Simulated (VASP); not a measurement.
A run of VASP 6.6.1 is set up as follows.

File POSCAR:

```
HfO2
1.0
    5.0598000000      0.0000000000      0.0000000000
    0.0000000000     10.0172000000      0.0000000000
    0.0000000000      0.0000000000      5.2276000000
Hf O
8 16
Direct
    0.7451447471      0.8845374033      0.9648653962
    0.2451447471      0.6154625967      0.0351346038
    0.2548552529      0.3845374033      0.5351346038
    0.7548552529      0.1154625967      0.4648653962
    0.2548552529      0.1154625967      0.0351346038
    0.7548552529      0.3845374033      0.9648653962
    0.7451447471      0.6154625967      0.4648653962
    0.2451447471      0.8845374033      0.5351346038
    0.8705020244      0.7907450647      0.6240115848
    0.3705020244      0.7092549353      0.3759884152
    0.1294979756      0.2907450647      0.8759884152
    0.6294979756      0.2092549353      0.1240115848
    0.1294979756      0.2092549353      0.3759884152
    0.6294979756      0.2907450647      0.6240115848
    0.8705020244      0.7092549353      0.1240115848
    0.3705020244      0.7907450647      0.8759884152
    0.5028792467      0.9764425379      0.2617212256
    0.0028792467      0.5235574621      0.7382787744
    0.4971207533      0.4764425379      0.2382787744
    0.9971207533      0.0235574621      0.7617212256
    0.4971207533      0.0235574621      0.7382787744
    0.9971207533      0.4764425379      0.2617212256
    0.5028792467      0.5235574621      0.7617212256
    0.0028792467      0.9764425379      0.2382787744
```

Contents of INCAR.step1:

```
PREC = Accurate
ENCUT = 580
ISMEAR = -1
SIGMA = 0.02
LREAL = F
LASPH = T
NELM = 120
NBANDS = 106
GGA = PE
ALGO = Normal
EDIFF = 1E-5
LWAVE = T
LCHARG = F
GGA_COMPAT = F
KPAR = 4
```

File INCAR.step2:

```
PREC = Accurate
ENCUT = 580
EDIFF = 1E-7
ISMEAR = -1
SIGMA = 0.02
LREAL = F
LASPH = T
NELM = 120
ALGO = Normal
ISIF = 2
LWAVE = F
LCHARG = F
METAGGA = R2SCAN
LMIXTAU = T
LEFG = T
NBANDS = 106
ISTART = 1
GGA_COMPAT = F
KPAR = 4
```

Contents of KPOINTS:

```
Automatic mesh
0
Gamma
  4 2 4
```

Potentials or basis: VASP PAW PBE potentials, release 64 (Hf_pv, O).

The run is started by

```bash
$ cat potpaw_PBE.64/Hf_pv/POTCAR potpaw_PBE.64/O/POTCAR > POTCAR
$ cp INCAR.step1 INCAR
$ mpirun -np 4 vasp_std > vasp.out
$ cp INCAR.step2 INCAR
$ mpirun -np 4 vasp_std > vasp.out
```

(1) Estimate the band gap on the k mesh.

(2) Estimate the pressure.

(3) What does it give for the largest force?

Answers

(1) 4.86 eV (least direct gap 5.03 eV).

(2) -4.0 GPa.

(3) 0.090 eV/Å.

Caveat: the cell stands under tension; without QUAD_EFG the Cq values of the log hold for a quadrupole moment of 1 mb, not for the nuclei; the PAW data sets were made with another functional, which shifts forces and pressure a little; spin-orbit coupling is left out, which moves the levels of the heavy elements.
